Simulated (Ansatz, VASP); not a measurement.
**TaN in VASP and in Ansatz**

INCAR

```
ALGO = Normal ; EDIFF = 1E-6
ENCUT = 520 ; GGA = PS
ISIF = 2 ; ISMEAR = 0
LASPH = T ; LCHARG = F
LREAL = F ; LWAVE = F
NBANDS = 15 ; NELM = 60
PREC = Accurate ; SIGMA = 0.15
```

File KPOINTS:

```
k-points
0
Gamma
  20 20 20
```

The input POSCAR:

```
TaN
1.0
    0.0000000000      2.1438486919      2.2510411265
    2.1438486919      0.0000000000      2.2510411265
    2.1438486919      2.1438486919      0.0000000000
Ta N
1 1
Direct
    0.5000000000      0.5000000000      0.5000000000
    0.0000000000      0.0000000000      0.0000000000
```

Input for Ansatz:

```yaml
crystal:
  lattice:
    - [0.0, 2.1438486919, 2.2510411265]
    - [2.1438486919, 0.0, 2.2510411265]
    - [2.1438486919, 2.1438486919, 0.0]
  atoms:
    - { symbol: Ta, position: [0.5, 0.5, 0.5] }
    - { symbol: "N", position: [0.0, 0.0, 0.0] }
basis:
  ecutwfc: 420
kpoints:
  mp_grid: { grid: [20, 20, 20] }
hamiltonian:
  xc: pbesol
scf:
  occupations: { method: gaussian, width: 0.15 }
output:
  forces: true
  stress: true
  eigenvalues: true
  write_density: true
  write_potential: true
  elf: true
  volumetric_format: npy
```

Alike in both runs: task single point; functional PBEsol; k mesh 20 × 20 × 20; occupations gaussian, width 0.15 eV; no spin polarisation.

|  | VASP | Ansatz |
| --- | --- | --- |
| version | VASP 6.6.1 | Ansatz 0.2.0 |
| potentials or method | VASP PAW PBE potentials, release 64 (Ta_pv, N), cutoff 520 eV | scalar-relativistic, plane waves, PAW |
| valence electrons in the cell | 16 | 18 |

```csv
,VASP,Ansatz,Ansatz less VASP
gap on the k mesh at the Fermi level (eV),none,none,-
pressure (GPa),7.7,6.6,-1.07
"traceless stress, the component that is largest in VASP (GPa)",-18.66,-18.51,+0.152
```

VASP's potentials were made for PBE, not for PBEsol. A gap of «none» marks a metal or a gap that the smearing closes. VASP's potentials hold 16 valence electrons a cell and Ansatz's 18, so a difference there can come from the potentials and not from the codes.

Neither program's run includes spin-orbit coupling.
